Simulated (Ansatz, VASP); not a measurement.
# Nb: VASP beside Ansatz

Contents of POSCAR:

```
Nb
1.0
   -1.6511317439      1.6511317439      1.6511317439
    1.6511317439     -1.6511317439      1.6511317439
    1.6511317439      1.6511317439     -1.6511317439
Nb
1
Direct
    0.0000000000      0.0000000000      0.0000000000
```

The input INCAR.step1:

```
SYSTEM = Nb
PREC = Accurate
ENCUT = 520
ISMEAR = 1
SIGMA = 0.6
LREAL = .FALSE.
LASPH = .TRUE.
NELM = 60
NBANDS = 12
GGA = PE
ALGO = Normal
EDIFF = 1E-4
LWAVE = .TRUE.
LCHARG = .FALSE.
```

File INCAR.step2:

```
SYSTEM = Nb
PREC = Accurate
ENCUT = 520
EDIFF = 1E-6
ISMEAR = 1
SIGMA = 0.6
LREAL = .FALSE.
LASPH = .TRUE.
NELM = 60
ALGO = Normal
ISIF = 2
LWAVE = .FALSE.
LCHARG = .FALSE.
METAGGA = R2SCAN
LMIXTAU = .TRUE.
NBANDS = 12
ISTART = 1
```

KPOINTS

```
regular mesh
0
G
  13 13 13
  0 0 0
```

Input for Ansatz:

```yaml
crystal:
  lattice:
    - [-1.6511317439, 1.6511317439, 1.6511317439]
    - [1.6511317439, -1.6511317439, 1.6511317439]
    - [1.6511317439, 1.6511317439, -1.6511317439]
  atoms:
    - { symbol: Nb, position: [0.0, 0.0, 0.0] }
hamiltonian:
  xc: r2scan
  pseudopotentials:
    kind: paw
    azcp:
      Nb: "pseudopotentials/Nb.paw.azcp"
basis:
  ecutwfc: 500
  fft_grid_basis: typed
kpoints:
  mp_grid: { grid: [13, 13, 13], shift: [0, 0, 0] }
magnetization:
  spin_polarized: false
scf:
  occupations: { method: methfessel_paxton, width: 0.6 }
  lower_state_search: "off"
output:
  stress: true
```

Alike in both runs: task single point; functional r2SCAN; k mesh 13 × 13 × 13; occupations methfessel-paxton of order 1, width 0.6 eV; no spin polarisation.

```csv
,VASP,Ansatz
version,VASP 6.6.1,Ansatz 0.2.0
potentials or method,"VASP PAW PBE potentials, release 64 (Nb_sv), cutoff 520 eV","plane waves (500 eV) with PAW, scalar-relativistic"
valence electrons in the cell,13,13
```

|  | VASP | Ansatz | Ansatz less VASP |
| --- | --- | --- | --- |
| pressure (GPa) | -0.1 | 0.0 | +0.17 |

VASP's potentials were made for PBE, not for r2SCAN. The functional is the same, so the differences come from potentials, cutoffs and numerics.
